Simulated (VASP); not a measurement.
# Fe2Co (P-62m) in VASP: single point with PBE

Aim: the single point of Fe2Co with PBE.

Program: VASP 6.6.1. These are calculated values, not measurements. Logs are shortened: lines on timing, memory, paths and dates and some standing lists are left out, and cuts for length are marked.

## 1. The cell of the first run

It takes space group P-62m (No. 189, hexagonal). The conventional cell has a = 4.331 Å, b = 4.331 Å, c = 4.291 Å, α = 90.00°, β = 90.00°, γ = 120.00°. Within 3.3 Å of Fe (site symmetry m2m) lie 8 Fe at 2.50 to 2.59 Å and 4 Co at 2.58 Å. Fe (site symmetry -62m) has 6 Co at 2.50 Å and 6 Fe at 2.59 Å within 3.3 Å. Within 3.3 Å of Co (site symmetry -6) lie 3 Co at 2.50 Å and 9 Fe at 2.50 to 2.58 Å.

## 2. Single point, PBE, collinear spin, ferromagnetic start

Input file INCAR:

```
ALGO = Normal
EDIFF = 1E-6
ENCUT = 520
GGA = PE
ISIF = 2
ISMEAR = 0
ISPIN = 2
LASPH = T
LCHARG = F
LMAXMIX = 4
LORBIT = 11
LREAL = F
LWAVE = F
MAGMOM = 2.87 2.87 2.87 2.87 1.86 1.86
NBANDS = 38
NELM = 150
PREC = Accurate
SIGMA = 0.1
```

Input file KPOINTS:

```
k-points
0
Gamma
  8 9 9
```

Input file POSCAR:

```
Fe2Co
1.0
    0.0000000000      0.0000000000     -4.2908522809
   -3.7508036227     -2.1655274812      0.0000000000
    0.0000000000      4.3310549625      0.0000000000
Fe Co
4 2
Direct
    0.7500000000      0.3343373898      0.3333333333
    0.7500000000      0.6656626102     -0.0010040564
    0.7500000000      0.0000000000      0.6676707231
    0.2500000000      0.0000000000      0.3333333333
    0.2500000000      0.6666666667      0.6666666667
    0.2500000000      0.3333333333      1.0000000000
```

Potentials or basis: VASP PAW PBE potentials, release 64 (Fe, Co).

Started as:

```sh
$ cat potpaw_PBE.64/Fe/POTCAR potpaw_PBE.64/Co/POTCAR > POTCAR
$ mpirun -np 1 vasp_std > vasp.out
```

OUTCAR:

```text
EDIFF = 1E-6
   ENCUT = 520
   GGA = PE
   ISIF = 2
   ISMEAR = 0
   ISPIN = 2
   LASPH = T
   LORBIT = 11
   LREAL = F
   NELM = 150
   PREC = Accurate

 ion  position               nearest neighbor table
   1  0.750  0.334  0.333-   2 2.50   3 2.50   3 2.50   2 2.50   3 2.51   2 2.51   6 2.58   6 2.58
                             5 2.58   5 2.58   4 2.59   4 2.59
   2  0.750  0.666  0.999-   1 2.50   3 2.50   3 2.50   1 2.50   3 2.51   1 2.51   6 2.58   6 2.58
                             5 2.58   5 2.58   4 2.59   4 2.59
   3  0.750  0.000  0.668-   2 2.50   1 2.50   1 2.50   2 2.50   2 2.51   1 2.51   5 2.58   5 2.58
                             6 2.58   6 2.58   4 2.59   4 2.59
   4  0.250  0.000  0.333-   6 2.50   5 2.50   5 2.50   5 2.50   6 2.50   6 2.50   2 2.59   2 2.59
                             1 2.59   1 2.59   3 2.59   3 2.59
   5  0.250  0.667  0.667-   6 2.50   4 2.50   4 2.50   6 2.50   4 2.50   6 2.50   3 2.58   3 2.58
                             2 2.58   2 2.58   1 2.58   1 2.58
   6  0.250  0.333  0.000-   4 2.50   5 2.50   5 2.50   4 2.50   4 2.50   5 2.50   1 2.58   1 2.58
                             2 2.58   2 2.58   3 2.58   3 2.58

  LATTYP: Found a hexagonal cell.
 ALAT       =     4.3310549625
 C/A-ratio  =     0.9907175776

  Lattice vectors:

 A1 = (  -3.7508036227,  -2.1655274812,   0.0000000000)
 A2 = (   0.0000000000,   4.3310549625,   0.0000000000)
 A3 = (   0.0000000000,   0.0000000000,  -4.2908522809)

Analysis of symmetry for initial positions (statically):
=====================================================================
 Subroutine PRICEL returns:
 Original cell was already a primitive cell.

 Routine SETGRP: Setting up the symmetry group for a
 hexagonal supercell.

 Subroutine GETGRP returns: Found 12 space group operations
 (whereof  2 operations were pure point group operations)
 out of a pool of 24 trial point group operations.

The static configuration has the point symmetry C_1h.
 The point group associated with its full space group is D_3h.

Analysis of symmetry for dynamics (positions and initial velocities):
=====================================================================
 Subroutine PRICEL returns:
 Original cell was already a primitive cell.

 Routine SETGRP: Setting up the symmetry group for a
 hexagonal supercell.

 Subroutine GETGRP returns: Found 12 space group operations
 (whereof  2 operations were pure point group operations)
 out of a pool of 24 trial point group operations.

The dynamic configuration has the point symmetry C_1h.
 The point group associated with its full space group is D_3h.

Analysis of structural, dynamic, and magnetic symmetry:
=====================================================================
 Subroutine PRICEL returns:
 Original cell was already a primitive cell.

 Routine SETGRP: Setting up the symmetry group for a
 hexagonal supercell.

 Subroutine GETGRP returns: Found 12 space group operations
 (whereof  2 operations were pure point group operations)
 out of a pool of 24 trial point group operations.

The overall configuration has the point symmetry C_1h.
 The point group associated with its full space group is D_3h.

 Subroutine INISYM returns: Found 12 space group operations
 (whereof  2 operations are pure point group operations),
 and found     1 'primitive' translations

----------------------------------------------------------------------------------------

                                     Primitive cell

  volume of cell :      69.7046

  direct lattice vectors                    reciprocal lattice vectors
     0.000000000  0.000000000 -4.290852281     0.000000000  0.000000000 -0.233053933
    -3.750803623 -2.165527481  0.000000000    -0.266609532  0.000000000  0.000000000
     0.000000000  4.331054962  0.000000000    -0.133304766  0.230890628  0.000000000

  length of vectors
     4.290852281  4.331054962  4.331054962     0.233053933  0.266609532  0.266609532

  position of ions in fractional coordinates (direct lattice)
     0.750000000  0.334337390  0.333333333
     0.750000000  0.665662610  0.998995944
     0.750000000  0.000000000  0.667670723
     0.250000000  0.000000000  0.333333333
     0.250000000  0.666666667  0.666666667
     0.250000000  0.333333333  0.000000000
[... 63 lines left out ...]
   k-points           NKPTS =     60   k-points in BZ     NKDIM =     60   number of bands    NBANDS=     38
   number of dos      NEDOS =    301   number of ions     NIONS =      6
   total plane-waves  NPLWV =  32768
   dimension x,y,z NGX =    32 NGY =   32 NGZ =   32
   dimension x,y,z NGXF=    64 NGYF=   64 NGZF=   64
   ions per type =               4   2
   NGX,Y,Z   is equivalent  to a cutoff of  12.40, 12.28, 12.28 a.u.
   NGXF,Y,Z  is equivalent  to a cutoff of  24.80, 24.57, 24.57 a.u.
 SYSTEM =  unknown system
   PREC   = accura    normal or accurate (medium, high low for compatibility)
   ISTART =      0    job   : 0-new  1-cont  2-samecut
   ICHARG =      2    charge: 1-file 2-atom 10-const
   ISPIN  =      2    spin polarized calculation?
   LNONCOLLINEAR =      F non collinear calculations
   LSORBIT =      F    spin-orbit coupling
   LASPH  =      T    aspherical Exc in radial PAW
   ENCUT  =  520.0 eV  38.22 Ry    6.18 a.u.   7.98  8.05  8.05*2*pi/ulx,y,z
   NELM   =    150;   NELMIN=  2; NELMDL= -5     # of ELM steps
   EDIFF  = 0.1E-05   stopping-criterion for ELM
   LREAL  =      F    real-space projection
   EDIFFG = 0.1E-04   stopping-criterion for IOM
   NSW    =      0    number of steps for IOM
   IBRION =     -1    ionic relax: 0-MD 1-quasi-New 2-CG
   NFREE  =      0    steps in history (QN), initial steepest desc. (CG)
   ISIF   =      2    stress and relaxation
   ISYM   =      2    0-nonsym 1-usesym 2-fastsym
   POTIM  = 0.5000    time-step for ionic-motion
   TEBEG  =    0.0;   TEEND  =   0.0 temperature during run
   PSTRESS=    0.0 pullay stress
   NELECT =      50.0000    total number of electrons
   NUPDOWN=      -1.0000    fix difference up-down
   EMIN   =  10.00;   EMAX   =-10.00  energy-range for DOS
   EFERMI =   0.00;   METHOD = LEGACY
   ISMEAR =     0;   SIGMA  =   0.10  broadening in eV -4-tet -1-fermi 0-gaus
   EFERMI_NEDOS =   21; number of points for ismear=-14 and -15
   IALGO  =     38    algorithm
   IMIX   =      4    mixing-type and parameters
     AMIX     =   0.40;   BMIX     =  1.00
     AMIX_MAG =   1.60;   BMIX_MAG =  1.00
  volume/ion in A,a.u.               =      11.62        78.40
  Fermi-wavevector in a.u.,A,eV,Ry     =   1.465472  2.769341 29.219998  2.147609
  Thomas-Fermi vector in A             =   2.581325
   LORBIT       =     11    0 simple, 1 ext, 2 COOP (PROOUT), +10 PAW based schemes
   GGA     = PE    functional components
   LHFCALC =     F    Hartree Fock is set to
   AEXX    =    0.0000 exact exchange contribution
   IVDW    =     0    specifies the selected vdW correction
   LEPSILON=     F    determine dielectric tensor
   LRPA    =     F    only Hartree local field effects (RPA)
 spin polarized calculation
 Gauss-broadening in eV      SIGMA  =   0.10
  energy-cutoff  :      520.00
  volume of cell :       69.70
 maximum number of plane-waves:      1904
 NGX is ok and might be reduce to    32
   NGX = 15   NGY = 17   NGZ = 17

 number of electron      50.0000006 magnetization      13.4393758

 Free energy of the ion-electron system (eV)
  ---------------------------------------------------
  ext. energy  EPLUGINS =         0.00000000
  ---------------------------------------------------
  free energy    TOTEN  =       -46.28215129 eV

  energy without entropy =      -46.24775015  energy(sigma->0) =      -46.26495072

 E-fermi :   6.9642     XC(G=0): -12.9813

 val. band max:        6.9589454856   @ k =   0.3750   0.3333   0.0000
 cond. band min:       6.9649714859   @ k =   0.0000   0.3333   0.2222
 fundamental gap:      0.0060260004
 Fermi energy:         6.9641814903

 spin component 1

 k-point     1 :       0.0000    0.0000    0.0000
  band No.  band energies     occupation
      1      -1.5686      1.00000
      2       2.0085      1.00000
      3       2.8809      1.00000
      4       2.8809      1.00000
      5       3.3787      1.00000
      6       3.3787      1.00000
[... 949 lines left out ...]
     36       9.4736      0.00000
     37      14.2676      0.00000

 [... further k-points ...]

 spin component 2

 k-point     1 :       0.0000    0.0000    0.0000
  band No.  band energies     occupation
      1      -1.3892      1.00000
      2       3.1323      1.00000
      3       4.7147      1.00000
      4       4.7147      1.00000
      5       4.7232      1.00000
      6       4.7232      1.00000
[... 949 lines left out ...]
     36      10.5939      0.00000
     37      15.4813      0.00000

 [... further k-points ...]

 [bands above 37 left out]

------------------------ aborting loop because EDIFF is reached ----------------------------------------

  FORCE on cell =-STRESS in cart. coord.  units (eV):
  Direction    XX          YY          ZZ          XY          YZ          ZX
  --------------------------------------------------------------------------------------
  -------------------------------------------------------------------------------------
  Total       -0.0827123     -0.0827123     -0.1175513      0.0000000     -0.0000000      0.0000000
  in kB       -1.9011624     -1.9011624     -2.7019435      0.0000000     -0.0000000      0.0000000
  external PRESSURE =      -2.1680894 kB  Pullay stress =       0.0000000 kB

 VOLUME and BASIS-vectors are now :
 -----------------------------------------------------------------------------
  energy-cutoff  :      520.00
  volume of cell :       69.70
      direct lattice vectors                 reciprocal lattice vectors
     0.000000000  0.000000000 -4.290852281     0.000000000  0.000000000 -0.233053933
    -3.750803623 -2.165527481  0.000000000    -0.266609532  0.000000000  0.000000000
     0.000000000  4.331054962  0.000000000    -0.133304766  0.230890628  0.000000000

 POSITION                                       TOTAL-FORCE (eV/Angst)
 -----------------------------------------------------------------------------------
     -1.25403      0.71967     -3.21814        -0.002346     -0.001354     -0.000000
     -2.49677      2.88520     -3.21814         0.002346     -0.001354      0.000000
      0.00000      2.89172     -3.21814        -0.000000      0.002709      0.000000
      0.00000      1.44368     -1.07271        -0.000000      0.000000      0.000000
     -2.50054      1.44368     -1.07271        -0.000000      0.000000     -0.000000
     -1.25027     -0.72184     -1.07271        -0.000000      0.000000     -0.000000
 -----------------------------------------------------------------------------------
    total drift:                               -0.000002      0.000015     -0.000000

  FREE ENERGIE OF THE ION-ELECTRON SYSTEM (eV)
  ---------------------------------------------------
  free  energy   TOTEN  =       -46.2821512867 eV

  energy  without entropy=      -46.2477501500  energy(sigma->0) =      -46.26495072

 total charge

# of ion       s       p       d       tot
------------------------------------------
    1        0.481   0.503   6.225   7.210
    2        0.481   0.503   6.225   7.210
    3        0.481   0.503   6.225   7.210
    4        0.476   0.507   6.181   7.164
    5        0.478   0.494   7.243   8.215
    6        0.478   0.494   7.243   8.215
--------------------------------------------------
tot          2.877   3.004  39.342  45.223

 magnetization (x)

# of ion       s       p       d       tot
------------------------------------------
    1       -0.012  -0.033   2.531   2.485
    2       -0.012  -0.033   2.531   2.485
    3       -0.012  -0.033   2.531   2.485
    4       -0.012  -0.042   2.709   2.654
    5       -0.023  -0.056   1.746   1.667
    6       -0.023  -0.056   1.746   1.667
--------------------------------------------------
tot         -0.095  -0.254  13.793  13.444
```

Run time: 8.2 min. Hardware: 1 thread of Intel Xeon 8259CL, shared host; peak memory 0.36 GiB.

What came out:

```
Free energy                                           : -46.2822 eV
Pressure                                              : -0.2 GPa
Net moment                                            : 13.44 μB per cell
Site moments                                          : Fe +2.48, +2.65 (each value once); Co +1.67 μB
Valence electrons inside the program's atomic spheres : Fe 7.21, 7.16 (each value once); Co 8.21
```

Forces on the atoms (eV/Å):
```
Fe  -0.002 -0.001  0.000
Fe   0.002 -0.001  0.000
Fe   0.000  0.003  0.000
Fe   0.000  0.000  0.000
Co   0.000  0.000  0.000
Co   0.000  0.000  0.000
```

Stress tensor (GPa, compression positive):
```
-0.19  0.00  0.00
 0.00 -0.19  0.00
 0.00  0.00 -0.27
```
